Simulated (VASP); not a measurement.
Here is a VASP 6.6.1 calculation.

INCAR

```
PREC = Accurate
ENCUT = 520
EDIFF = 1E-6
ISMEAR = 0
SIGMA = 0.1
LREAL = F
LASPH = T
NELM = 60
ALGO = Normal
ISIF = 2
LWAVE = F
LCHARG = T
GGA = PE
LELF = T
LVHAR = T
NBANDS = 20
```

KPOINTS

```
Automatic mesh
0
Gamma
  4 4 4
```

POSCAR

```
Be7Br
1.0
   -2.7919815400      2.7919815400      2.7919815400
    2.7919815400     -2.7919815400      2.7919815400
    2.7919815400      2.7919815400     -2.7919815400
Be Br
7 1
Direct
    0.0000000000      0.5000000000      0.5000000000
    0.5000000000      0.5000000000      0.0000000000
    0.5000000000      0.0000000000      0.5000000000
    0.0000000000      0.0000000000      0.5000000000
    0.0000000000      0.5000000000      0.0000000000
    0.5000000000      0.0000000000      0.0000000000
    0.5000000000      0.5000000000      0.5000000000
    0.0000000000      0.0000000000      0.0000000000
```

Potentials or basis: VASP PAW PBE potentials, release 64 (Be, Br).

Run with:

```bash
$ cat potpaw_PBE.64/Be/POTCAR potpaw_PBE.64/Br/POTCAR > POTCAR
$ mpirun -np 1 vasp_std > vasp.out
```

(1) Predict the band gap on the k mesh.

(2) Estimate the pressure.

Results:

(1) zero (an odd number of electrons rules out a gap without spin polarisation).

(2) -0.1 GPa.

Caveat: the k points lie up to 0.40 Å⁻¹ apart, too coarse for converged energies and pressures of a metal; an odd number of electrons without spin polarisation forces a metal; a magnetic or distorted state may lie lower.
